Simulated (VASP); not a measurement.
# MgO (P6_3mc) in VASP: further runs

MgO is run at these levels: PBEsol; tasks: single point.

Everything below comes from runs of VASP 6.6.1. Logs are shortened: lines on timing, memory, paths and dates and some standing lists are left out, and cuts for length are marked.

## Step 1: The cell of the first run

It takes space group P6_3mc (No. 186, hexagonal). Conventional cell: a = 3.372 Å, b = 3.372 Å, c = 4.817 Å, α = 90.00°, β = 90.00°, γ = 120.00°. Mg (site symmetry 3m) has 4 O at 1.74 to 2.06 Å within 2.3 Å. O (site symmetry 3m) has 4 Mg at 1.74 to 2.06 Å within 2.3 Å.

## Step 2: Single point, PBEsol (c/a of the conventional cell at fixed volume 1.4283)

INCAR reads:

```
  PREC = Accurate
  ENCUT = 520
  EDIFF = 1E-6
  ISMEAR = 0
  SIGMA = 0.05
  LREAL = False
  LASPH = True
  NELM = 100
  ALGO = Normal
  ISIF = 2
  LWAVE = False
  LCHARG = False
  GGA = PS
  NBANDS = 16
```

KPOINTS reads:

```
regular mesh
0
Gamma
  9 9 6
```

POSCAR reads:

```
MgO
1.0
    3.3722815741      0.0000000000      0.0000000000
   -1.6861407870      2.9204815119      0.0000000000
    0.0000000000      0.0000000000      4.8166297723
Mg O
2 2
Direct
    0.3333333333      0.6666666667      0.0390610606
    0.6666666667      0.3333333333      0.5390610606
    0.3333333333      0.6666666667      0.4009416620
    0.6666666667      0.3333333333      0.9009416620
```

Potentials or basis: VASP PAW PBE potentials, release 64 (Mg, O).

On the command line:

```bash
$ cat potpaw_PBE.64/Mg/POTCAR potpaw_PBE.64/O/POTCAR > POTCAR
$ mpirun -np 1 vasp_std > vasp.out
```

OUTCAR:

```text
PREC = Accurate
   ENCUT = 520
   EDIFF = 1E-6
   ISMEAR = 0
   LREAL = False
   LASPH = True
   NELM = 100
   ISIF = 2
   GGA = PS

 ion  position               nearest neighbor table
   1  0.333  0.667  0.039-   3 1.74   4 2.06   4 2.06   4 2.06   2 3.10   2 3.10   2 3.10   2 3.10
                             2 3.10   2 3.10
   2  0.667  0.333  0.539-   4 1.74   3 2.06   3 2.06   3 2.06   1 3.10   1 3.10   1 3.10   1 3.10
                             1 3.10   1 3.10
   3  0.333  0.667  0.401-   1 1.74   2 2.06   2 2.06   2 2.06
   4  0.667  0.333  0.901-   2 1.74   1 2.06   1 2.06   1 2.06

  LATTYP: Found a hexagonal cell.
 ALAT       =     3.3722815741
 C/A-ratio  =     1.4283000000

  Lattice vectors:

 A1 = (   3.3722815741,   0.0000000000,   0.0000000000)
 A2 = (  -1.6861407870,   2.9204815119,   0.0000000000)
 A3 = (   0.0000000000,   0.0000000000,   4.8166297723)

Analysis of symmetry for initial positions (statically):
=====================================================================
 Subroutine PRICEL returns:
 Original cell was already a primitive cell.

 Routine SETGRP: Setting up the symmetry group for a
 hexagonal supercell.

 Subroutine GETGRP returns: Found 12 space group operations
 (whereof  6 operations were pure point group operations)
 out of a pool of 24 trial point group operations.

The static configuration has the point symmetry C_3v.
 The point group associated with its full space group is C_6v.

Analysis of symmetry for dynamics (positions and initial velocities):
=====================================================================
 Subroutine PRICEL returns:
 Original cell was already a primitive cell.

 Routine SETGRP: Setting up the symmetry group for a
 hexagonal supercell.

 Subroutine GETGRP returns: Found 12 space group operations
 (whereof  6 operations were pure point group operations)
 out of a pool of 24 trial point group operations.

The dynamic configuration has the point symmetry C_3v.
 The point group associated with its full space group is C_6v.

 Subroutine INISYM returns: Found 12 space group operations
 (whereof  6 operations are pure point group operations),
 and found     1 'primitive' translations

----------------------------------------------------------------------------------------

                                     Primitive cell

  volume of cell :      47.4375

  direct lattice vectors                    reciprocal lattice vectors
     3.372281574  0.000000000  0.000000000     0.296535143  0.171204645  0.000000000
    -1.686140787  2.920481512  0.000000000     0.000000000  0.342409290  0.000000000
     0.000000000  0.000000000  4.816629772     0.000000000  0.000000000  0.207614047

  length of vectors
     3.372281574  3.372281574  4.816629772     0.342409290  0.342409290  0.207614047

  position of ions in fractional coordinates (direct lattice)
     0.333333333  0.666666667  0.039061061
     0.666666667  0.333333333  0.539061061
     0.333333333  0.666666667  0.400941662
     0.666666667  0.333333333  0.900941662

  ion indices of the primitive-cell ions
   primitive index   ion index
                 1           1
                 2           2
                 3           3
                 4           4

----------------------------------------------------------------------------------------

 KPOINTS: regular mesh

Automatic generation of k-mesh.
 Grid dimensions read from file:
 generate k-points for:    9    9    6

 Generating k-lattice:

  Cartesian coordinates                     Fractional coordinates (reciprocal lattice)
     0.032948349  0.019022738  0.000000000     0.111111111  0.000000000  0.000000000
     0.000000000  0.038045477  0.000000000     0.000000000  0.111111111  0.000000000
     0.000000000  0.000000000  0.034602341     0.000000000  0.000000000  0.166666667

  Length of vectors
     0.038045477  0.038045477  0.034602341

  Shift w.r.t. Gamma in fractional coordinates (k-lattice)
     0.000000000  0.000000000  0.000000000

 Subroutine IBZKPT returns following result:
 ===========================================

 Found     48 irreducible k-points:

 Following reciprocal coordinates:
            Coordinates               Weight
  0.000000  0.000000  0.000000      1.000000
  0.111111  0.000000  0.000000      6.000000
  0.222222  0.000000  0.000000      6.000000
  0.333333 -0.000000  0.000000      6.000000
  0.444444  0.000000  0.000000      6.000000
  0.111111  0.111111  0.000000      6.000000
[... 16 lines left out ...]
  0.333333  0.222222  0.166667     24.000000
  0.333333  0.333333  0.166667      4.000000
 [... further k-points ...]
   k-points           NKPTS =     48   k-points in BZ     NKDIM =     48   number of bands    NBANDS=     16
   number of dos      NEDOS =    301   number of ions     NIONS =      4
   total plane-waves  NPLWV =  28224
   dimension x,y,z NGX =    28 NGY =   28 NGZ =   36
   dimension x,y,z NGXF=    56 NGYF=   56 NGZF=   72
   ions per type =               2   2
   NGX,Y,Z   is equivalent  to a cutoff of  13.80, 13.80, 12.43 a.u.
   NGXF,Y,Z  is equivalent  to a cutoff of  27.61, 27.61, 24.85 a.u.
 SYSTEM =  unknown system
   PREC   = accura    normal or accurate (medium, high low for compatibility)
   ISTART =      0    job   : 0-new  1-cont  2-samecut
   ICHARG =      2    charge: 1-file 2-atom 10-const
   ISPIN  =      1    spin polarized calculation?
   LNONCOLLINEAR =      F non collinear calculations
   LSORBIT =      F    spin-orbit coupling
   LASPH  =      T    aspherical Exc in radial PAW
   ENCUT  =  520.0 eV  38.22 Ry    6.18 a.u.   6.27  6.27  8.96*2*pi/ulx,y,z
   NELM   =    100;   NELMIN=  2; NELMDL= -5     # of ELM steps
   EDIFF  = 0.1E-05   stopping-criterion for ELM
   LREAL  =      F    real-space projection
   EDIFFG = 0.1E-04   stopping-criterion for IOM
   NSW    =      0    number of steps for IOM
   IBRION =     -1    ionic relax: 0-MD 1-quasi-New 2-CG
   NFREE  =      0    steps in history (QN), initial steepest desc. (CG)
   ISIF   =      2    stress and relaxation
   ISYM   =      2    0-nonsym 1-usesym 2-fastsym
   POTIM  = 0.5000    time-step for ionic-motion
   TEBEG  =    0.0;   TEEND  =   0.0 temperature during run
   PSTRESS=    0.0 pullay stress
   NELECT =      16.0000    total number of electrons
   NUPDOWN=      -1.0000    fix difference up-down
   EMIN   =  10.00;   EMAX   =-10.00  energy-range for DOS
   EFERMI =   0.00;   METHOD = LEGACY
   ISMEAR =     0;   SIGMA  =   0.05  broadening in eV -4-tet -1-fermi 0-gaus
   EFERMI_NEDOS =   21; number of points for ismear=-14 and -15
   IALGO  =     38    algorithm
   IMIX   =      4    mixing-type and parameters
     AMIX     =   0.40;   BMIX     =  1.00
     AMIX_MAG =   1.60;   BMIX_MAG =  1.00
  volume/ion in A,a.u.               =      11.86        80.03
  Fermi-wavevector in a.u.,A,eV,Ry     =   1.139570  2.153475 17.668792  1.298620
  Thomas-Fermi vector in A             =   2.276273
   LORBIT       =      0    0 simple, 1 ext, 2 COOP (PROOUT), +10 PAW based schemes
   GGA     = PS    functional components
   LHFCALC =     F    Hartree Fock is set to
   AEXX    =    0.0000 exact exchange contribution
   IVDW    =     0    specifies the selected vdW correction
   LEPSILON=     F    determine dielectric tensor
   LRPA    =     F    only Hartree local field effects (RPA)
 non-spin polarized calculation
 Gauss-broadening in eV      SIGMA  =   0.05
  energy-cutoff  :      520.00
  volume of cell :       47.44
 maximum number of plane-waves:      1302
 NGX is ok and might be reduce to    28
   NGX = 13   NGY = 13   NGZ = 17

 number of electron      15.9999998 magnetization

 Free energy of the ion-electron system (eV)
  ---------------------------------------------------
  ext. energy  EPLUGINS =         0.00000000
  ---------------------------------------------------
  free energy    TOTEN  =       -23.79315706 eV

  energy without entropy =      -23.79315706  energy(sigma->0) =      -23.79315706

 E-fermi :   1.1138     XC(G=0):  -9.9272

 val. band max:        0.8141242954   @ k =   0.0000   0.0000   0.0000
 cond. band min:       4.2734924311   @ k =   0.0000   0.0000   0.0000
 fundamental gap:      3.4593681357
 Fermi energy:         1.1138096847

 k-point     1 :       0.0000    0.0000    0.0000
  band No.  band energies     occupation
      1     -15.2227      2.00000
      2     -14.3215      2.00000
      3      -2.1598      2.00000
      4       0.1802      2.00000
      5       0.1802      2.00000
      6       0.5633      2.00000
[... 8 lines left out ...]
     15      17.0524      0.00000
     16      17.1684      0.00000

 k-point     2 :       0.1111    0.0000    0.0000
  band No.  band energies     occupation
      1     -15.1646      2.00000
      2     -14.3097      2.00000
      3      -2.0508      2.00000
      4      -0.1198      2.00000
      5       0.0898      2.00000
      6       0.1772      2.00000
[... 8 lines left out ...]
     15      17.0698      0.00000
     16      17.1323      0.00000

 k-point     3 :       0.2222    0.0000    0.0000
  band No.  band energies     occupation
      1     -15.0076      2.00000
      2     -14.2867      2.00000
      3      -1.7485      2.00000
      4      -0.9080      2.00000
      5      -0.3561      2.00000
      6      -0.0994      2.00000
[... 8 lines left out ...]
     15      16.1006      0.00000
     16      16.2046      0.00000

 k-point     4 :       0.3333   -0.0000    0.0000
  band No.  band energies     occupation
      1     -14.8017      2.00000
      2     -14.2822      2.00000
      3      -1.6814      2.00000
      4      -1.2836      2.00000
      5      -0.8144      2.00000
      6      -0.2807      2.00000
[... 8 lines left out ...]
     15      15.5204      0.00000
     16      16.1114      0.00000
[... 324 lines left out ...]
 k-point    22 :       0.2222    0.2222    0.1667
  band No.  band energies     occupation
      1     -14.6682      2.00000
      2     -14.3164      2.00000
      3      -1.6943      2.00000
      4      -1.5541      2.00000
      5      -0.5656      2.00000
      6      -0.4678      2.00000
[... 8 lines left out ...]
     15      14.9156      0.00000
     16      16.9809      0.00000

 k-point    23 :       0.3333    0.2222    0.1667
  band No.  band energies     occupation
      1     -14.5235      2.00000
      2     -14.3501      2.00000
      3      -1.9007      2.00000
      4      -1.3822      2.00000
      5      -0.9842      2.00000
      6      -0.2346      2.00000
[... 8 lines left out ...]
     15      14.6964      0.00000
     16      16.9402      0.00000

 k-point    24 :       0.3333    0.3333    0.1667
  band No.  band energies     occupation
      1     -14.4176      2.00000
      2     -14.4176      2.00000
      3      -1.7513      2.00000
      4      -1.2992      2.00000
      5      -1.2992      2.00000
      6      -0.3450      2.00000
[... 8 lines left out ...]
     15      14.6349      0.00000
     16      17.5921      0.00000

 [... further k-points ...]
[... 5 lines left out ...]
  --------------------------------------------------------------------------------------
  -------------------------------------------------------------------------------------
  Total       -2.4573267     -2.4573267     11.5950786     -0.0000000      0.0000000      0.0000000
  in kB      -82.9949997    -82.9949997    391.6180711     -0.0000000      0.0000000      0.0000000
  external PRESSURE =      75.2093573 kB  Pullay stress =       0.0000000 kB

 VOLUME and BASIS-vectors are now :
 -----------------------------------------------------------------------------
  energy-cutoff  :      520.00
  volume of cell :       47.44
      direct lattice vectors                 reciprocal lattice vectors
     3.372281574  0.000000000  0.000000000     0.296535143  0.171204645  0.000000000
    -1.686140787  2.920481512  0.000000000     0.000000000  0.342409290  0.000000000
     0.000000000  0.000000000  4.816629772     0.000000000  0.000000000  0.207614047

 POSITION                                       TOTAL-FORCE (eV/Angst)
 -----------------------------------------------------------------------------------
     -0.00000      1.94699      0.18814        -0.000000      0.000000     -3.688954
      1.68614      0.97349      2.59646         0.000000      0.000000     -3.688954
     -0.00000      1.94699      1.93119         0.000000     -0.000000      3.688954
      1.68614      0.97349      4.33950         0.000000      0.000000      3.688954
 -----------------------------------------------------------------------------------
    total drift:                               -0.000000      0.000000     -0.001107

  FREE ENERGIE OF THE ION-ELECTRON SYSTEM (eV)
  ---------------------------------------------------
  free  energy   TOTEN  =       -23.7931570595 eV

  energy  without entropy=      -23.7931570595  energy(sigma->0) =      -23.79315706
```

It took 17 s on 1 thread of Intel Xeon 6975P-C (Granite Rapids), shared host; peak memory 0.18 GiB.

Results:

```
Free energy            : -23.7932 eV
Pressure               : 7.5 GPa
Largest force          : 3.689 eV/Å
Band gap on the k mesh : 3.46 eV, direct
```

Forces in eV/Å, atoms in the order of the input:
```
Mg   0.000  0.000 -3.689
Mg   0.000  0.000 -3.689
O    0.000  0.000  3.689
O    0.000  0.000  3.689
```

Caveat: the PAW data sets were made with another functional, which shifts forces and pressure a little. A k mesh can miss the band edges.

## Step 3: Single point, PBEsol (c/a of the conventional cell at fixed volume 1.4283)

INCAR reads:

```
SYSTEM = MgO
  PREC = Accurate
  ENCUT = 520
  EDIFF = 1E-6
  ISMEAR = 0
  SIGMA = 0.05
  LREAL = .False.
  LASPH = .True.
  NELM = 80
  ALGO = Normal
  ISIF = 2
  LWAVE = .False.
  LCHARG = .False.
  GGA = PS
  NBANDS = 16
```

KPOINTS reads:

```
regular mesh
0
Gamma
  9 9 6
  0 0 0
```

Edit POSCAR of step 2 so:

```diff
@@ -8,4 +8,4 @@
 Direct
-    0.3333333333      0.6666666667      0.0390610606
-    0.6666666667      0.3333333333      0.5390610606
+    0.3333333333      0.6666666667     -0.0081359286
+    0.6666666667      0.3333333333      0.4918640714
     0.3333333333      0.6666666667      0.4009416620
```

Potentials or basis: VASP PAW PBE potentials, release 64 (Mg, O).

On the command line:

```bash
$ cat potpaw_PBE.64/Mg/POTCAR potpaw_PBE.64/O/POTCAR > POTCAR
$ mpirun -np 1 vasp_std > vasp.out
```

It took 19 s on 1 thread of Intel Xeon 6975P-C (Granite Rapids), shared host; peak memory 0.18 GiB.

Results (log left out):

```
Free energy            : -24.5315 eV
Pressure               : -1.5 GPa
Largest force          : 0.277 eV/Å
Band gap on the k mesh : 3.18 eV, direct
```

Forces in eV/Å, atoms in the order of the input:
```
Mg   0.000  0.000 -0.277
Mg   0.000  0.000 -0.277
O    0.000  0.000  0.277
O    0.000  0.000  0.277
```

Stress tensor (GPa, compression positive):
```
-3.26  0.00  0.00
 0.00 -3.26  0.00
 0.00  0.00  2.04
```

Levels at points of the mesh, in eV from the valence-band top:
| k point | band 5 | band 6 | band 7 | band 8 | band 9 | band 10 | band 11 | band 12 |
| --- | --- | --- | --- | --- | --- | --- | --- | --- |
| (0.00, 0.00, 0.00) | -1.03 | -0.59 | -0.59 | 0.00 | 3.18 | 8.28 | 10.40 | 13.34 |
| (0.00, 0.00, 0.50) | -0.82 | -0.82 | -0.82 | -0.82 | 5.79 | 5.79 | 13.30 | 13.30 |

Caveat: the PAW data sets were made with another functional, which shifts forces and pressure a little. A k mesh can miss the band edges.

(Part 1 of 3 ends here.)
